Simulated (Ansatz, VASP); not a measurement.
## Two plane-wave programs on Si

Contents of INCAR:

```
SYSTEM = Si
  ALGO = Normal
  EDIFF = 1E-6
  ENCUT = 520
  GGA = RP
  ISIF = 2
  ISMEAR = -1
  LASPH = .True.
  LCHARG = .False.
  LREAL = .False.
  LWAVE = .False.
  NBANDS = 11
  NELM = 60
  PREC = Accurate
  SIGMA = 0.05
```

Contents of KPOINTS:

```
k-points
0
Gamma
  9 9 9
  0 0 0
```

Contents of POSCAR:

```
Si
1.0
    0.0000000000      2.6761756775      2.6761756775
    2.6761756775      0.0000000000      2.6761756775
    2.6761756775      2.6761756775      0.0000000000
Si
2
Direct
    0.5000000000      0.5000000000      0.5000000000
    0.7500000000      0.7500000000      0.7500000000
```

Input for Ansatz:

```yaml
crystal:
  lattice:
    - [0.0, 2.6761756775, 2.6761756775]
    - [2.6761756775, 0.0, 2.6761756775]
    - [2.6761756775, 2.6761756775, 0.0]
  atoms:
    - { symbol: Si, position: [0.5, 0.5, 0.5] }
    - { symbol: Si, position: [0.75, 0.75, 0.75] }
hamiltonian:
  xc: rpbe
  pseudopotentials:
    kind: paw
    azcp:
      Si: "pseudopotentials/Si.paw.azcp"
basis:
  ecutwfc: 420
  fft_grid_basis: typed
kpoints:
  mp_grid: { grid: [9, 9, 9], shift: [0, 0, 0] }
magnetization:
  spin_polarized: false
scf:
  occupations: { method: fermi_dirac, width: 0.05 }
output:
  stress: true
```

Alike in both runs: task single point; functional RPBE; k mesh 9 × 9 × 9; occupations fermi-dirac, width 0.05 eV; no spin polarisation.

|  | VASP | Ansatz |
| --- | --- | --- |
| version | VASP 6.6.1 | Ansatz 0.2.0 |
| potentials or method | VASP PAW PBE potentials, release 64 (Si), cutoff 520 eV | plane waves (420 eV) with PAW, scalar-relativistic |
| valence electrons in the cell | 8 | 8 |

|  | VASP | Ansatz | Ansatz less VASP |
| --- | --- | --- | --- |
| pressure (GPa) | 8.1 | 8.4 | +0.27 |

VASP's potentials were made for PBE, not for RPBE.
